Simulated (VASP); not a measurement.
AlCd2O: single point with PBE

Crystal: AlCd2O.

```
CELL_PARAMETERS angstrom
1.71171 -5.26334 0.00000
1.71171 5.26334 0.00000
0.00000 0.00000 5.43368
ATOMIC_POSITIONS crystal
Al 0.50000 0.50000 0.00000
Cd 0.63622 0.36378 0.50000
Cd 0.36378 0.63622 0.50000
O 0.00000 0.00000 0.00000
```

```json
{
 "Program": "VASP 6.6.1",
 "Task": "single point",
 "Functional": "PBE",
 "Potentials or basis": "VASP PAW PBE potentials, release 64 (Al, Cd, O)",
 "Cutoff": "520 eV",
 "k mesh": "6 × 6 × 4",
 "Occupations": "gaussian, width 0.1 eV",
 "Spin": "collinear spin, ferromagnetic start",
 "Starting moments": "[0.0, 0.0, 0.0, 1.0] μB"
}
```

- Pressure: 0.1 GPa
- Largest force: 0.008 eV/Å
- Net moment: 0.00 μB per cell
- Valence electrons inside the program's atomic spheres: Al 0.74; Cd 10.31; O 5.11

Forces in eV/Å, atoms in the order of the input:
```
Al   0.000  0.000  0.000
Cd   0.000 -0.008  0.000
Cd   0.000  0.008  0.000
O    0.000  0.000  0.000
```

Stress tensor (GPa, compression positive):
```
0.00 0.00 0.00
0.00 0.13 0.00
0.00 0.00 0.09
```

Levels at points of the mesh, in eV from the Fermi level:
Spin up:
```
           k point  band 12  band 13  band 14  band 15  band 16  band 17  band 18  band 19  band 20  band 21
(0.00, 0.00, 0.00)    -6.40    -6.19    -4.82    -4.60    -0.72     0.65     0.78     1.16     4.06     5.92
(0.50, 0.00, 0.00)    -7.98    -4.12    -4.01    -2.51    -1.80     0.55     0.68     1.17     4.06     4.29
(0.50, 0.50, 0.00)    -6.41    -5.62    -4.81    -4.67    -3.58     1.33     1.64     2.15     3.50     6.78
(0.00, 0.00, 0.50)    -6.60    -6.39    -4.61    -3.49    -2.69     0.25     0.47     2.92     3.81     5.72
(0.50, 0.00, 0.50)    -8.03    -4.26    -4.05    -2.98    -1.18     0.46     0.53     0.89     2.42     5.49
(0.50, 0.50, 0.50)    -6.39    -5.91    -4.86    -4.63    -2.26    -1.66     0.47     6.53     6.66     6.79
```
Spin down:
| k point | band 14 | band 15 | band 16 | band 17 | band 18 | band 19 |
| --- | --- | --- | --- | --- | --- | --- |
| (0.00, 0.00, 0.00) | -4.82 | -4.60 | -0.72 | 0.65 | 0.78 | 1.16 |
| (0.50, 0.00, 0.00) | -4.01 | -2.51 | -1.80 | 0.55 | 0.68 | 1.17 |
| (0.50, 0.50, 0.00) | -4.81 | -4.67 | -3.58 | 1.33 | 1.64 | 2.15 |
| (0.00, 0.00, 0.50) | -4.61 | -3.49 | -2.69 | 0.25 | 0.47 | 2.92 |
| (0.50, 0.00, 0.50) | -4.05 | -2.98 | -1.18 | 0.46 | 0.53 | 0.89 |
| (0.50, 0.50, 0.50) | -4.86 | -4.63 | -2.26 | -1.66 | 0.47 | 6.53 |

It took 2.1 min on 1 thread of Intel(R) Xeon(R) 6975P-C (Granite Rapids), on a shared host, peak memory 0.41 GiB.
